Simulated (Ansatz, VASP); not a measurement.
# InSb: VASP beside Ansatz

```
CELL_PARAMETERS angstrom
0.00000 3.25993 3.25993
3.25993 0.00000 3.25993
3.25993 3.25993 0.00000
ATOMIC_POSITIONS crystal
In 0.00000 0.00000 0.00000
Sb 0.25000 0.25000 0.25000
```

Alike in both runs: task single point; functional LDA; k mesh 12 × 12 × 12; occupations gaussian, width 0.1 eV; no spin polarisation.

|  | VASP | Ansatz |
| --- | --- | --- |
| version | VASP 6.6.1 | Ansatz 0.2.0 |
| potentials or method | VASP PAW LDA potentials, release 64 (In_d, Sb), cutoff 520 eV | scalar-relativistic, plane waves, PAW |
| valence electrons in the cell | 18 | 28 |

VASP gave:

* gap on the k mesh at the Fermi level (eV): none
* pressure (GPa): -1.3

Q: Which values does Ansatz return?

A: gap on the k mesh at the Fermi level (eV): none; pressure (GPa): -1.4.

LDA's correlation is that of Perdew and Zunger in VASP and of Perdew and Wang (1992) in Ansatz. A gap of «none» marks a metal or a gap that the smearing closes. VASP's potentials hold 18 valence electrons a cell and Ansatz's 28, so a difference there can come from the potentials and not from the codes.

Spin-orbit coupling is off throughout.
